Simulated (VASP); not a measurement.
# GaSb (Immm) in VASP: settings compared

The runs below take GaSb through single point, with PBEsol, LDA.

Everything below comes from runs of VASP 6.6.1. Logs are shortened: lines on timing, memory, paths and dates and some standing lists are left out, and cuts for length are marked.

## Step 1: The cell of the first run

Symmetry: Immm, No. 71, orthorhombic system. The conventional cell has a = 3.173 Å, b = 5.455 Å, c = 5.900 Å, α = 90.00°, β = 90.00°, γ = 90.00°. Sb (site symmetry mmm) has 6 Ga at 2.95 to 3.16 Å and 2 Sb at 3.17 Å within 3.9 Å. Within 3.9 Å of Ga (site symmetry mmm) lie 6 Sb at 2.95 to 3.16 Å and 2 Ga at 3.17 Å.

## Step 2: Single point, PBEsol (volume scaled by 1.06)

INCAR

```
  PREC = Accurate
  ENCUT = 520
  EDIFF = 1E-6
  ISMEAR = -1
  SIGMA = 0.05
  LREAL = F
  LASPH = T
  NELM = 80
  ALGO = Normal
  ISIF = 2
  LWAVE = F
  LCHARG = F
  GGA = PS
  NBANDS = 16
```

KPOINTS

```
regular mesh
0
Gamma
  10 10 10
```

POSCAR

```
GaSb
1.0
   -1.5864166100      2.7274673588      2.9500590341
    1.5864166100     -2.7274673588      2.9500590341
    1.5864166100      2.7274673588     -2.9500590341
Sb Ga
1 1
Direct
    0.5000000000      0.5000000000      0.0000000000
    0.0000000000      0.0000000000      0.0000000000
```

Potentials or basis: VASP PAW PBE potentials, release 64 (Sb, Ga_d).

Command:

```console
$ cat potpaw_PBE.64/Sb/POTCAR potpaw_PBE.64/Ga_d/POTCAR > POTCAR
$ mpirun -np 1 vasp_std > vasp.out
```

OUTCAR:

```text
PREC = Accurate
   ENCUT = 520
   EDIFF = 1E-6
   ISMEAR = -1
   LREAL = F
   LASPH = T
   NELM = 80
   ISIF = 2
   GGA = PS

 ion  position               nearest neighbor table
   1  0.500  0.500  0.000-   2 2.95   2 2.95   2 3.16   2 3.16   2 3.16   2 3.16
   2  0.000  0.000  0.000-   1 2.95   1 2.95   1 3.16   1 3.16   1 3.16   1 3.16

  LATTYP: Found a body centered orthorhombic cell.
 ALAT       =     3.1728332200
 B/A-ratio  =     1.7192629865
 C/A-ratio  =     1.8595739704

  Lattice vectors:

 A1 = (  -1.5864166100,   2.7274673588,   2.9500590341)
 A2 = (   1.5864166100,  -2.7274673588,   2.9500590341)
 A3 = (   1.5864166100,   2.7274673588,  -2.9500590341)

Analysis of symmetry for initial positions (statically):
=====================================================================
 Subroutine PRICEL returns:
 Original cell was already a primitive cell.

 Routine SETGRP: Setting up the symmetry group for a
 body centered orthorhombic supercell.

 Subroutine GETGRP returns: Found  8 space group operations
 (whereof  8 operations were pure point group operations)
 out of a pool of  8 trial point group operations.

The static configuration has the point symmetry D_2h.

Analysis of symmetry for dynamics (positions and initial velocities):
=====================================================================
 Subroutine PRICEL returns:
 Original cell was already a primitive cell.

 Routine SETGRP: Setting up the symmetry group for a
 body centered orthorhombic supercell.

 Subroutine GETGRP returns: Found  8 space group operations
 (whereof  8 operations were pure point group operations)
 out of a pool of  8 trial point group operations.

The dynamic configuration has the point symmetry D_2h.

 Subroutine INISYM returns: Found  8 space group operations
 (whereof  8 operations are pure point group operations),
 and found     1 'primitive' translations

----------------------------------------------------------------------------------------

                                     Primitive cell

  volume of cell :      51.0584

  direct lattice vectors                    reciprocal lattice vectors
    -1.586416610  2.727467359  2.950059034     0.000000000  0.183320251  0.169488134
     1.586416610 -2.727467359  2.950059034     0.315175722  0.000000000  0.169488134
     1.586416610  2.727467359 -2.950059034     0.315175722  0.183320251  0.000000000

  length of vectors
     4.319565274  4.319565274  4.319565274     0.249664859  0.357857462  0.364612191

  position of ions in fractional coordinates (direct lattice)
     0.500000000  0.500000000  0.000000000
     0.000000000  0.000000000  0.000000000

  ion indices of the primitive-cell ions
   primitive index   ion index
                 1           1
                 2           2

----------------------------------------------------------------------------------------

 KPOINTS: regular mesh

Automatic generation of k-mesh.
 Grid dimensions read from file:
 generate k-points for:   10   10   10

 Generating k-lattice:

  Cartesian coordinates                     Fractional coordinates (reciprocal lattice)
     0.000000000  0.018332025  0.016948813     0.100000000  0.000000000 -0.000000000
     0.031517572  0.000000000  0.016948813     0.000000000  0.100000000 -0.000000000
     0.031517572  0.018332025  0.000000000     0.000000000  0.000000000  0.100000000

  Length of vectors
     0.024966486  0.035785746  0.036461219

  Shift w.r.t. Gamma in fractional coordinates (k-lattice)
     0.000000000  0.000000000  0.000000000

 Subroutine IBZKPT returns following result:
 ===========================================

 Found    171 irreducible k-points:

 Following reciprocal coordinates:
            Coordinates               Weight
  0.000000  0.000000  0.000000      1.000000
  0.100000  0.000000 -0.000000      4.000000
  0.200000  0.000000 -0.000000      4.000000
  0.300000  0.000000 -0.000000      4.000000
  0.400000  0.000000 -0.000000      4.000000
  0.500000  0.000000 -0.000000      2.000000
[... 16 lines left out ...]
 -0.400000  0.200000  0.000000      8.000000
 -0.300000  0.200000  0.000000      8.000000
 [... further k-points ...]
   k-points           NKPTS =    171   k-points in BZ     NKDIM =    171   number of bands    NBANDS=     16
   number of dos      NEDOS =    301   number of ions     NIONS =      2
   total plane-waves  NPLWV =  32768
   dimension x,y,z NGX =    32 NGY =   32 NGZ =   32
   dimension x,y,z NGXF=    64 NGYF=   64 NGZF=   64
   ions per type =               1   1
   NGX,Y,Z   is equivalent  to a cutoff of  12.32, 12.32, 12.32 a.u.
   NGXF,Y,Z  is equivalent  to a cutoff of  24.63, 24.63, 24.63 a.u.
 SYSTEM =  unknown system
   PREC   = accura    normal or accurate (medium, high low for compatibility)
   ISTART =      0    job   : 0-new  1-cont  2-samecut
   ICHARG =      2    charge: 1-file 2-atom 10-const
   ISPIN  =      1    spin polarized calculation?
   LNONCOLLINEAR =      F non collinear calculations
   LSORBIT =      F    spin-orbit coupling
   LASPH  =      T    aspherical Exc in radial PAW
   ENCUT  =  520.0 eV  38.22 Ry    6.18 a.u.   8.03  8.03  8.03*2*pi/ulx,y,z
   NELM   =     80;   NELMIN=  2; NELMDL= -5     # of ELM steps
   EDIFF  = 0.1E-05   stopping-criterion for ELM
   LREAL  =      F    real-space projection
   EDIFFG = 0.1E-04   stopping-criterion for IOM
   NSW    =      0    number of steps for IOM
   IBRION =     -1    ionic relax: 0-MD 1-quasi-New 2-CG
   NFREE  =      0    steps in history (QN), initial steepest desc. (CG)
   ISIF   =      2    stress and relaxation
   ISYM   =      2    0-nonsym 1-usesym 2-fastsym
   POTIM  = 0.5000    time-step for ionic-motion
   TEBEG  =    0.0;   TEEND  =   0.0 temperature during run
   PSTRESS=    0.0 pullay stress
   NELECT =      18.0000    total number of electrons
   NUPDOWN=      -1.0000    fix difference up-down
   EMIN   =  10.00;   EMAX   =-10.00  energy-range for DOS
   EFERMI =   0.00;   METHOD = LEGACY
   ISMEAR =    -1;   SIGMA  =   0.05  broadening in eV -4-tet -1-fermi 0-gaus
   EFERMI_NEDOS =   21; number of points for ismear=-14 and -15
   IALGO  =     38    algorithm
   IMIX   =      4    mixing-type and parameters
     AMIX     =   0.40;   BMIX     =  1.00
     AMIX_MAG =   1.60;   BMIX_MAG =  1.00
  volume/ion in A,a.u.               =      25.53       172.28
  Fermi-wavevector in a.u.,A,eV,Ry     =   1.156493  2.185456 18.197480  1.337477
  Thomas-Fermi vector in A             =   2.293113
   LORBIT       =      0    0 simple, 1 ext, 2 COOP (PROOUT), +10 PAW based schemes
   GGA     = PS    functional components
   LHFCALC =     F    Hartree Fock is set to
   AEXX    =    0.0000 exact exchange contribution
   IVDW    =     0    specifies the selected vdW correction
   LEPSILON=     F    determine dielectric tensor
   LRPA    =     F    only Hartree local field effects (RPA)
 non-spin polarized calculation
  energy-cutoff  :      520.00
  volume of cell :       51.06
 maximum number of plane-waves:      1392
   NGX = 17   NGY = 17   NGZ = 17

 number of electron      18.0000002 magnetization

 Free energy of the ion-electron system (eV)
  ---------------------------------------------------
  ext. energy  EPLUGINS =         0.00000000
  ---------------------------------------------------
  free energy    TOTEN  =        -7.77446665 eV

  energy without entropy =       -7.76815234  energy(sigma->0) =       -7.77130949

 E-fermi :   5.7622     XC(G=0): -10.1132

 val. band max:        5.7592566871   @ k =  -0.2000  -0.4000   0.2000
 cond. band min:       5.7873014988   @ k =   0.1000   0.1000   0.1000
 fundamental gap:      0.0280448116
 Fermi energy:         5.7621570285

 k-point     1 :       0.0000    0.0000    0.0000
  band No.  band energies     occupation
      1      -9.0184      2.00000
      2      -8.9328      2.00000
      3      -8.9297      2.00000
      4      -8.9221      2.00000
      5      -8.8920      2.00000
      6      -5.7697      2.00000
[... 8 lines left out ...]
     15      14.7176      0.00000
     16      15.7833      0.00000

 k-point     2 :       0.1000    0.0000   -0.0000
  band No.  band energies     occupation
      1      -9.0180      2.00000
      2      -8.9342      2.00000
      3      -8.9287      2.00000
      4      -8.9221      2.00000
      5      -8.8919      2.00000
      6      -5.6907      2.00000
[... 8 lines left out ...]
     15      15.2564      0.00000
     16      15.7864      0.00000

 k-point     3 :       0.2000    0.0000   -0.0000
  band No.  band energies     occupation
      1      -9.0170      2.00000
      2      -8.9380      2.00000
      3      -8.9262      2.00000
      4      -8.9220      2.00000
      5      -8.8914      2.00000
      6      -5.4600      2.00000
[... 8 lines left out ...]
     15      15.0092      0.00000
     16      16.2452      0.00000

 k-point     4 :       0.3000    0.0000   -0.0000
  band No.  band energies     occupation
      1      -9.0159      2.00000
      2      -8.9426      2.00000
      3      -8.9231      2.00000
      4      -8.9219      2.00000
      5      -8.8908      2.00000
      6      -5.1038      2.00000
[... 8 lines left out ...]
     15      14.7038      0.00000
     16      15.7354      0.00000
[... 324 lines left out ...]
 k-point    22 :       0.5000    0.2000   -0.0000
  band No.  band energies     occupation
      1      -8.9696      2.00000
      2      -8.9510      2.00000
      3      -8.9401      2.00000
      4      -8.9177      2.00000
      5      -8.9082      2.00000
      6      -4.0287      2.00000
[... 8 lines left out ...]
     15      16.5052      0.00000
     16      17.1561      0.00000

 k-point    23 :      -0.4000    0.2000    0.0000
  band No.  band energies     occupation
      1      -8.9709      2.00000
      2      -8.9501      2.00000
      3      -8.9372      2.00000
      4      -8.9201      2.00000
      5      -8.9079      2.00000
      6      -4.4114      2.00000
[... 8 lines left out ...]
     15      14.7997      0.00000
     16      15.8904      0.00000

 k-point    24 :      -0.3000    0.2000    0.0000
  band No.  band energies     occupation
      1      -8.9721      2.00000
      2      -8.9482      2.00000
      3      -8.9344      2.00000
      4      -8.9224      2.00000
      5      -8.9085      2.00000
      6      -4.7701      2.00000
[... 8 lines left out ...]
     15      13.5678      0.00000
     16      14.8296      0.00000

 [... further k-points ...]
[... 5 lines left out ...]
  --------------------------------------------------------------------------------------
  -------------------------------------------------------------------------------------
  Total       -1.5309093     -1.8031261     -1.9699486      0.0000000      0.0000000      0.0000000
  in kB      -48.0388432    -56.5808111    -61.8155829      0.0000000      0.0000000      0.0000000
  external PRESSURE =     -55.4784124 kB  Pullay stress =       0.0000000 kB

 VOLUME and BASIS-vectors are now :
 -----------------------------------------------------------------------------
  energy-cutoff  :      520.00
  volume of cell :       51.06
      direct lattice vectors                 reciprocal lattice vectors
    -1.586416610  2.727467359  2.950059034     0.000000000  0.183320251  0.169488134
     1.586416610 -2.727467359  2.950059034     0.315175722  0.000000000  0.169488134
     1.586416610  2.727467359 -2.950059034     0.315175722  0.183320251  0.000000000

 POSITION                                       TOTAL-FORCE (eV/Angst)
 -----------------------------------------------------------------------------------
      0.00000      0.00000      2.95006        -0.000000     -0.000000     -0.000000
      0.00000      0.00000      0.00000         0.000000      0.000000      0.000000
 -----------------------------------------------------------------------------------
    total drift:                               -0.000000      0.000000      0.000000

  FREE ENERGIE OF THE ION-ELECTRON SYSTEM (eV)
  ---------------------------------------------------
  free  energy   TOTEN  =        -7.7744666477 eV

  energy  without entropy=       -7.7681523412  energy(sigma->0) =       -7.77130949
```

Run time: 29 s. Hardware: 1 thread of Intel Xeon 6975P-C (Granite Rapids), shared host; peak memory 0.28 GiB.

Results:

```yaml
Free_energy: -7.7745 eV
Pressure: -5.5 GPa
Band_gap_on_the_k_mesh: zero (band 9 reaches 7.52 eV, above the bottom of band 10 at 3.44 eV)
```

Stress tensor (GPa, compression positive):
```
-4.80  0.00  0.00
 0.00 -5.66  0.00
 0.00  0.00 -6.18
```

Levels at points of the mesh, in eV from the Fermi level:
```csv
k point,band 6,band 7,band 8,band 9,band 10,band 11,band 12,band 13
"(0.00, 0.00, 0.00)",-11.53,-3.36,-1.97,-1.57,3.45,5.00,5.91,7.17
"(0.50, 0.00, 0.00)",-10.26,-7.68,-0.18,1.50,1.86,2.48,4.51,6.79
"(0.00, 0.50, 0.00)",-7.96,-5.75,-1.95,-0.38,-0.21,1.20,2.62,3.57
"(0.50, 0.50, 0.00)",-7.95,-4.69,-3.10,-1.88,-1.57,3.39,3.72,6.17
"(0.50, 0.50, 0.50)",-9.36,-5.76,-4.74,-4.46,3.15,6.96,9.06,9.63
```

Caveat: the PAW data sets were made with another functional, which shifts forces and pressure a little; spin-orbit coupling is left out, which moves the levels of the heavy elements.

(Part 1 of 2 ends here.)
